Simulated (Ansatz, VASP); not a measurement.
TiCo: VASP beside Ansatz

The input INCAR:

```
ALGO = Normal
EDIFF = 1E-6
ENCUT = 520
GGA = PS
ISIF = 2
ISMEAR = -1
ISPIN = 2
LASPH = True
LCHARG = False
LMAXMIX = 4
LORBIT = 11
LREAL = False
LWAVE = False
MAGMOM = 2 1
NBANDS = 22
NELM = 150
PREC = Accurate
SIGMA = 0.05
```

Contents of KPOINTS:

```
k-points
0
Gamma
  5 5 5
```

File POSCAR:

```
TiCo
1.0
    2.9861109900      0.0000000000      0.0000000000
    0.0000000000      2.9861109900      0.0000000000
    0.0000000000      0.0000000000      2.9861109900
Co Ti
1 1
Direct
    0.5000000000      0.5000000000      0.5000000000
    0.0000000000      0.0000000000      0.0000000000
```

input.yaml

```yaml
crystal:
  lattice:
    - [2.98611099, 0.0, 0.0]
    - [0.0, 2.98611099, 0.0]
    - [0.0, 0.0, 2.98611099]
  atoms:
    - { symbol: Co, position: [0.5, 0.5, 0.5], spin: 2.0 }
    - { symbol: Ti, position: [0.0, 0.0, 0.0], spin: 1.0 }
hamiltonian:
  xc: pbesol
  pseudopotentials: { kind: paw }
magnetization:
  spin_polarized: true
kpoints:
  mp_grid: { grid: [5, 5, 5] }
scf:
  occupations: { method: fermi_dirac, width: 0.05 }
  n_extra_bands: 6
output:
  forces: true
  stress: true
  eigenvalues: true
  dos: { projected: true, de: 0.05, nscf_kmesh: { grid: [8, 8, 8] } }
  write_density: true
  write_potential: true
  elf: true
  volumetric_format: npy
```

Alike in both runs: functional PBEsol; k mesh 5 × 5 × 5; occupations fermi-dirac, width 0.05 eV; collinear spin.

```csv
,VASP,Ansatz
version,VASP 6.6.1,Ansatz 0.2.0
potentials or method,"VASP PAW PBE potentials, release 64 (Co, Ti_sv)",Ansatz PAW
plane-wave cutoff (eV),520,420
valence electrons in the cell,21,29
task,single point,projected density of states
```

Ansatz gave:

| Item | Value |
| --- | --- |
| gap on the k mesh at the Fermi level (eV) | none |
| pressure (GPa) | -7.0 |
| net moment per atom (μB) | 0.45 |
| size of the moment on the site where the two differ most (μB) | 0.97 |

Question: What did VASP give for the same quantities?

Answer: gap on the k mesh at the Fermi level (eV): none; pressure (GPa): -7.4; net moment per atom (μB): 0.45; size of the moment on the site where the two differ most (μB): 0.95.

VASP's potentials were made for PBE, not for PBEsol. Site moments also hang on the region over which each program counts them. A gap of «none» marks a metal or a gap that the smearing closes. With one functional, cell and mesh, what is left measures potentials, basis and numerics. VASP's potentials hold 21 valence electrons a cell and Ansatz's 29, so a difference there can come from the potentials and not from the codes.

The k mesh is coarse, so the values compare programs but aren't converged.
